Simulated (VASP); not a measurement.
A run of VASP 6.6.1:

INCAR

```
PREC     = Accurate       # precision mode
ENCUT    = 520            # plane-wave cutoff, eV
EDIFF    = 1E-6           # SCF threshold, eV
ISMEAR   = -1             # smearing method
SIGMA    = 0.05           # smearing width, eV
LREAL    = F              # projectors in reciprocal space
LASPH    = T              # aspherical terms in the spheres
NELM     = 80             # most SCF steps
ALGO     = Normal         # electronic algorithm
ISIF     = 2              # what is computed and relaxed
LWAVE    = F              # write WAVECAR
LCHARG   = F              # write CHGCAR
GGA      = RE             # functional
NBANDS   = 19             # bands
```

Contents of KPOINTS:

```
Automatic mesh
0
Gamma
  8 8 8
```

The input POSCAR:

```
HfGe
1.0
    3.5008378700      0.0000000000      0.0000000000
    0.0000000000      3.5008378700      0.0000000000
    0.0000000000      0.0000000000      3.5008378700
Hf Ge
1 1
Direct
    0.0000000000      0.0000000000      0.0000000000
    0.5000000000      0.5000000000      0.5000000000
```

Potentials or basis: VASP PAW PBE potentials, release 64 (Hf_pv, Ge_d).

Run with:

```bash
$ cat potpaw_PBE.64/Hf_pv/POTCAR potpaw_PBE.64/Ge_d/POTCAR > POTCAR
$ mpirun -np 1 vasp_std > vasp.out
```

Hardware: 1 thread of Intel(R) Xeon(R) Platinum 8259CL CPU @ 2.50GHz (Skylake/Cascade Lake) (shared host).

Problem. How long does it take, and how much memory?

Solution. It took 38 s on 1 thread of Intel(R) Xeon(R) Platinum 8259CL CPU @ 2.50GHz (Skylake/Cascade Lake), on a shared host, peak memory 0.17 GiB. Counts: scf iterations 12, k points 35.
